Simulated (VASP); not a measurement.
# ZnS (F-43m) in VASP: further runs, part 2 of 2

VASP 6.6.1. The steps go on from the part before.

## (5) Single point, LDA

This run uses another cell than the first one: it holds 32 atoms, not 2.

Input file INCAR:

```
ALGO     = Normal         # electronic algorithm
EDIFF    = 1E-6           # SCF threshold, eV
ENCUT    = 520            # plane-wave cutoff, eV
GGA      = CA             # functional
ISIF     = 2              # what is computed and relaxed
ISMEAR   = 0              # smearing method
LASPH    = True           # aspherical terms in the spheres
LCHARG   = True           # write CHGCAR
LELF     = True           # ELF
LREAL    = Auto         
LVHAR    = True         
LWAVE    = False          # write WAVECAR
NBANDS   = 166            # bands
NELM     = 100            # most SCF steps
PREC     = Accurate       # precision mode
SIGMA    = 0.01           # smearing width, eV
```

Input file KPOINTS:

```
Automatic mesh
0
Gamma
  2 2 2
  0.5 0.5 0.5
```

Input file POSCAR:

```
ZnS
1.0
   -5.2968478620     -5.2968478620      5.2968478620
    5.2968478620      5.2968478620      5.2968478620
   -5.2968478620      5.2968478620     -5.2968478620
Zn S
16 16
Direct
    0.7500000000      0.5000000000      0.7500000000
    0.0000000000      0.5000000000      0.5000000000
    0.7500000000      0.7500000000      0.5000000000
    0.2500000000      0.5000000000      0.2500000000
    0.0000000000      0.7500000000      0.2500000000
    0.7500000000      0.0000000000      0.2500000000
    0.5000000000      0.5000000000      0.0000000000
    0.2500000000      0.7500000000      0.0000000000
    0.0000000000      0.0000000000      0.0000000000
    0.7500000000      0.2500000000      0.0000000000
    0.5000000000      0.7500000000      0.7500000000
    0.2500000000      0.0000000000      0.7500000000
    0.0000000000      0.2500000000      0.7500000000
    0.5000000000      0.0000000000      0.5000000000
    0.2500000000      0.2500000000      0.5000000000
    0.5000000000      0.2500000000      0.2500000000
    0.0000000000      0.7500000000      0.0000000000
    0.2500000000      0.7500000000      0.7500000000
    0.0000000000      0.0000000000      0.7500000000
    0.5000000000      0.7500000000      0.5000000000
    0.2500000000      0.0000000000      0.5000000000
    0.0000000000      0.2500000000      0.5000000000
    0.7500000000      0.7500000000      0.2500000000
    0.5000000000      0.0000000000      0.2500000000
    0.2500000000      0.2500000000      0.2500000000
    0.0000000000      0.5000000000      0.2500000000
    0.7500000000      0.0000000000      0.0000000000
    0.5000000000      0.2500000000      0.0000000000
    0.2500000000      0.5000000000      0.0000000000
    0.7500000000      0.2500000000      0.7500000000
    0.5000000000      0.5000000000      0.7500000000
    0.7500000000      0.5000000000      0.5000000000
```

Potentials or basis: VASP PAW LDA potentials, release 64 (Zn, S).

The run is started by

```console
> cat potpaw_LDA.64/Zn/POTCAR potpaw_LDA.64/S/POTCAR > POTCAR
> mpirun -np 1 vasp_std > vasp.out
```

OUTCAR:

```text
EDIFF = 1E-6
   ENCUT = 520
   GGA = CA
   ISIF = 2
   ISMEAR = 0
   LASPH = True
   LREAL = Auto
   NELM = 100
   PREC = Accurate

 ion  position               nearest neighbor table
   1  0.750  0.500  0.750-  17 2.29  30 2.29  31 2.29  32 2.29
   2  0.000  0.500  0.500-  18 2.29  22 2.29  26 2.29  32 2.29
   3  0.750  0.750  0.500-  19 2.29  20 2.29  23 2.29  32 2.29
   4  0.250  0.500  0.250-  20 2.29  25 2.29  26 2.29  29 2.29
   5  0.000  0.750  0.250-  17 2.29  21 2.29  23 2.29  26 2.29
   6  0.750  0.000  0.250-  22 2.29  23 2.29  24 2.29  27 2.29
[... 24 lines left out ...]
  31  0.500  0.500  0.750-   1 2.29   7 2.29  11 2.29  15 2.29
  32  0.750  0.500  0.500-   1 2.29   2 2.29   3 2.29  16 2.29

  LATTYP: Found a body centered cubic cell.
 ALAT       =    10.5936957240

  Lattice vectors:

 A1 = (  -5.2968478620,  -5.2968478620,   5.2968478620)
 A2 = (   5.2968478620,   5.2968478620,   5.2968478620)
 A3 = (  -5.2968478620,   5.2968478620,  -5.2968478620)

Analysis of symmetry for initial positions (statically):
=====================================================================
 Subroutine PRICEL returns following result:

  LATTYP: Found a face centered cubic cell.
 ALAT       =     5.2968478620

  Lattice vectors:

 A1 = (   2.6484239310,   2.6484239310,   0.0000000000)
 A2 = (   2.6484239310,   0.0000000000,  -2.6484239310)
 A3 = (   0.0000000000,   2.6484239310,  -2.6484239310)

  16 primitive cells build up your supercell.

 Routine SETGRP: Setting up the symmetry group for a
 body centered cubic supercell.

 Subroutine GETGRP returns: Found 24 space group operations
 (whereof 24 operations were pure point group operations)
 out of a pool of 48 trial point group operations.

The static configuration has the point symmetry T_d .

Analysis of symmetry for dynamics (positions and initial velocities):
[... 128 lines left out ...]
   LRPA    =     F    only Hartree local field effects (RPA)
 non-spin polarized calculation
 Gauss-broadening in eV      SIGMA  =   0.01
  energy-cutoff  :      520.00
  volume of cell :      594.45
 maximum number of plane-waves:     16052
 NGX is ok and might be reduce to    70

 number of electron     287.9999632 magnetization

 Free energy of the ion-electron system (eV)
  ---------------------------------------------------
  ext. energy  EPLUGINS =         0.00000000
  ---------------------------------------------------
  free energy    TOTEN  =      -131.34653860 eV

  energy without entropy =     -131.34653860  energy(sigma->0) =     -131.34653860

 E-fermi :   2.0978     XC(G=0): -10.3163

 val. band max:        2.0460227701   @ k =  -0.2500   0.2500   0.2500
 cond. band min:       5.8812495379   @ k =  -0.2500   0.2500   0.2500
 fundamental gap:      3.8352267679
 Fermi energy:         2.0978471286

 k-point     1 :       0.2500    0.2500    0.2500
  band No.  band energies     occupation
      1     -10.5548      2.00000
      2     -10.5548      2.00000
      3     -10.5548      2.00000
      4     -10.5548      2.00000
      5      -9.8020      2.00000
      6      -9.8020      2.00000
[... 148 lines left out ...]
    155       6.6480      0.00000
    156       6.6480      0.00000

 k-point     2 :      -0.2500    0.2500    0.2500
  band No.  band energies     occupation
      1     -10.8587      2.00000
      2     -10.2804      2.00000
      3     -10.2804      2.00000
      4     -10.2804      2.00000
      5     -10.2804      2.00000
      6      -9.9839      2.00000
[... 148 lines left out ...]
    155       7.2795      0.00000
    156       7.3758      0.00000
 [bands above 156 left out]

------------------------ aborting loop because EDIFF is reached ----------------------------------------

  FORCE on cell =-STRESS in cart. coord.  units (eV):
  Direction    XX          YY          ZZ          XY          YZ          ZX
  --------------------------------------------------------------------------------------
  -------------------------------------------------------------------------------------
  Total        0.9970391      0.9970391      0.9970391      0.0000000      0.0000000      0.0000000
  in kB        2.6872636      2.6872636      2.6872636      0.0000000      0.0000000      0.0000000
  external PRESSURE =       2.6872636 kB  Pullay stress =       0.0000000 kB

 VOLUME and BASIS-vectors are now :
 -----------------------------------------------------------------------------
  energy-cutoff  :      520.00
  volume of cell :      594.45
      direct lattice vectors                 reciprocal lattice vectors
    -5.296847862 -5.296847862  5.296847862    -0.094395764  0.000000000  0.094395764
     5.296847862  5.296847862  5.296847862     0.000000000  0.094395764  0.094395764
    -5.296847862  5.296847862 -5.296847862    -0.094395764  0.094395764  0.000000000

 POSITION                                       TOTAL-FORCE (eV/Angst)
 -----------------------------------------------------------------------------------
     -5.29685      2.64842      2.64842        -0.000000     -0.000000     -0.000000
      0.00000      5.29685      0.00000        -0.000000     -0.000000     -0.000000
     -2.64842      2.64842      5.29685        -0.000000     -0.000000     -0.000000
      0.00000      2.64842      2.64842        -0.000000     -0.000000     -0.000000
      2.64842      5.29685      2.64842        -0.000000     -0.000000     -0.000000
     -5.29685     -2.64842      2.64842        -0.000000     -0.000000     -0.000000
[... 24 lines left out ...]
     -3.97264      3.97264      1.32421         0.000000      0.000000      0.000000
     -3.97264      1.32421      3.97264        -0.000000      0.000000      0.000000
 -----------------------------------------------------------------------------------
    total drift:                                0.000111     -0.000111     -0.000111

  FREE ENERGIE OF THE ION-ELECTRON SYSTEM (eV)
  ---------------------------------------------------
  free  energy   TOTEN  =      -131.3465385970 eV

  energy  without entropy=     -131.3465385970  energy(sigma->0) =     -131.34653860
```

stdout:

```text
POSCAR found type information on POSCAR ZnS
 POSCAR found :  2 types and      32 ions
 scaLAPACK will be used
 LDA part: xc-table for (Slater(with rela. corr.)+CA(PZ))
 , standard interpolation
 POSCAR, INCAR and KPOINTS ok, starting setup
 FFT: planning ... GRIDC
 FFT: planning ... GRID_SOFT
 FFT: planning ... GRID
 WAVECAR not read
 entering main loop
```

Run time: 5 min. Hardware: 1 thread of Intel Xeon 6975P-C (Granite Rapids), shared host; peak memory 0.59 GiB.

Results:

| Item | Value |
| --- | --- |
| Free energy | -131.3465 eV |
| Pressure | 0.3 GPa |
| Band gap on the k mesh | 3.84 eV |

## (6) Overview

```tsv
task	cell	k mesh	cutoff (eV)	smearing	gap on the mesh (eV)	pressure (GPa)
single point	a = 3.745 Å, angles 60.0°, 2 atoms	10 × 10 × 10	520	gaussian 0.02 eV	2.16	0.2
single point	a = 3.745 Å, angles 60.0°, 2 atoms	10 × 10 × 10	520	gaussian 0.01 eV	2.16	0.3
relaxation of cell and atoms	relaxed from a = 3.809 Å, angles 60.0°, 2 atoms	10 × 10 × 10	600	gaussian 0.02 eV	2.15	0.0
single point	a = 9.174 Å, angles 109.5°, 32 atoms	2 × 2 × 2, shifted	520	gaussian 0.01 eV	3.84	0.3
```

Alike in all rows: level LDA; potentials or basis VASP PAW LDA potentials, release 64 (Zn, S); no spin polarisation.

Total energies depend on the potentials used, so only differences within one code and one set of settings carry meaning.
